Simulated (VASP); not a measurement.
Write the native input for VASP 6.6.1 that does the following.

| Property | Result |
| --- | --- |
| Task | single point |
| Functional | PBEsol |
| Potentials or basis | VASP PAW PBE potentials, release 64 (Ti_sv, Al) |
| Cutoff | 520 eV |
| k mesh | 12 × 12 × 12 |
| Occupations | gaussian, width 0.15 eV |
| Spin | no spin polarisation |
| Dipole correction | no |
| Further INCAR settings | ALGO = Fast; EDIFF = 1e-06; NBANDS = 18 |

The structure of TiAl3 lies in POSCAR:

```
TiAl3
1.0
    3.9483448106      0.0000000000      0.0000000000
    0.0000000000      3.9483448106      0.0000000000
    0.0000000000      0.0000000000      3.9483448106
Ti Al
1 3
Direct
    0.0000000000      0.0000000000      0.0000000000
    0.6266353432      0.5000000000      0.0000000000
    0.6266353432      0.0000000000      0.5000000000
    0.1266353432      0.5000000000      0.5000000000
```

This cell differs from its parent crystal: all Al atoms moved -0.500 Å, as atom 2 towards its neighbour atom 2 (Al) at 3.948 Å.

These files were run (other wordings do the same):

INCAR

```
PREC = Accurate
ENCUT = 520
EDIFF = 1E-6
ISMEAR = 0
SIGMA = 0.15
LREAL = F
LASPH = T
NELM = 80
ALGO = Fast
ISIF = 2
LWAVE = F
LCHARG = T
GGA = PS
LELF = T
LVHAR = T
NBANDS = 18
```

KPOINTS

```
regular mesh
0
Gamma
  12 12 12
```

Potentials or basis: VASP PAW PBE potentials, release 64 (Ti_sv, Al).

Launch:

```console
$ cat potpaw_PBE.64/Ti_sv/POTCAR potpaw_PBE.64/Al/POTCAR > POTCAR
$ mpirun -np 1 vasp_std > vasp.out
```

Results of the run:

- Pressure: 8.0 GPa
- Largest force: 4.894 eV/Å
- Band gap on the k mesh: zero (an odd number of electrons rules out a gap without spin polarisation)

Caveat: the cell differs from its parent crystal (all Al atoms moved -0.500 Å, as atom 2 towards its neighbour atom 2 (Al) at 3.948 Å); the cell stands under pressure; the PAW data sets were made with another functional, which shifts forces and pressure a little.

Run time: 6.6 min on 1 thread of AMD EPYC 9R14 (Zen 4), on a shared host, peak memory 0.29 GiB.
